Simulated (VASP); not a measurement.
CuO, 4 atoms in the cell. Symmetry: C2/c, No. 15, monoclinic system. The conventional cell has a = 4.598 Å, b = 3.460 Å, c = 5.151 Å, α = 90.00°, β = 98.28°, γ = 90.00°. Within 2.6 Å of Cu (site symmetry -1) lie 4 O at 1.94 to 1.95 Å. Within 2.7 Å of O (site symmetry 2) lie 4 Cu at 1.94 to 1.95 Å and 2 O at 2.62 Å. 

| Quantity | Value |
| --- | --- |
| Program | VASP 6.6.1 |
| Task | single point |
| Functional | PBE |
| Potentials or basis | VASP PAW PBE potentials, release 64 (Cu, O) |
| Cutoff | 600 eV |
| k mesh | 8 × 8 × 4 |
| Occupations | gaussian, width 0.05 eV |
| Spin | collinear spin |
| Starting moments | [0.67, 0.67, 0.0, 0.0] μB |
| Hubbard terms | Cu d U = 4.0 eV |
| Dipole correction | no |
| Further INCAR settings | ALGO = Normal; EDIFF = 1e-06; NBANDS = 29 |

Potentials or basis: VASP PAW PBE potentials, release 64 (Cu, O).

Run with:

```sh
$ cat potpaw_PBE.64/Cu/POTCAR potpaw_PBE.64/O/POTCAR > POTCAR
$ mpirun -np 1 vasp_std > vasp.out
```

Hardware: 1 thread of Oxide Virtual Turin-like Processor, with other jobs on the host.

Task: Estimate the wall time of this run.

Result: Run time: 4.5 min on 1 thread of Oxide Virtual Turin-like Processor (shared host), peak memory 0.25 GiB. Counts: scf iterations 17, k points 78.
